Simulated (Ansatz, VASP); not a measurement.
## Cu in VASP and in Ansatz

```
CELL_PARAMETERS angstrom
-0.12700 1.81431 1.81431
1.81431 -0.12700 1.81431
1.68730 1.68730 0.00000
ATOMIC_POSITIONS crystal
Cu 0.00000 0.00000 0.00000
```

Change from the starting cell: engineering shear strain xy -0.1400, strain +e along x and -e along y +0.0000.

Alike in both runs: task single point; functional PBE; k mesh 20 × 20 × 20; occupations gaussian, width 0.15 eV; no spin polarisation.

|  | VASP | Ansatz |
| --- | --- | --- |
| version | VASP 6.6.1 | Ansatz 0.2.0 |
| potentials or method | VASP PAW PBE potentials, release 64 (Cu), cutoff 520 eV | scalar-relativistic, plane waves, PAW |
| valence electrons in the cell | 11 | 19 |

```csv
,VASP,Ansatz,Ansatz less VASP
gap on the k mesh at the Fermi level (eV),none,none,-
pressure (GPa),4.0,3.2,-0.71
"traceless stress, the component that is largest in VASP (GPa)",12.01,12.03,+0.020
```

A gap of «none» marks a metal or a gap that the smearing closes. The functional is the same, so the differences come from potentials, cutoffs and numerics. VASP's potentials hold 11 valence electrons a cell and Ansatz's 19, so a difference there can come from the potentials and not from the codes.
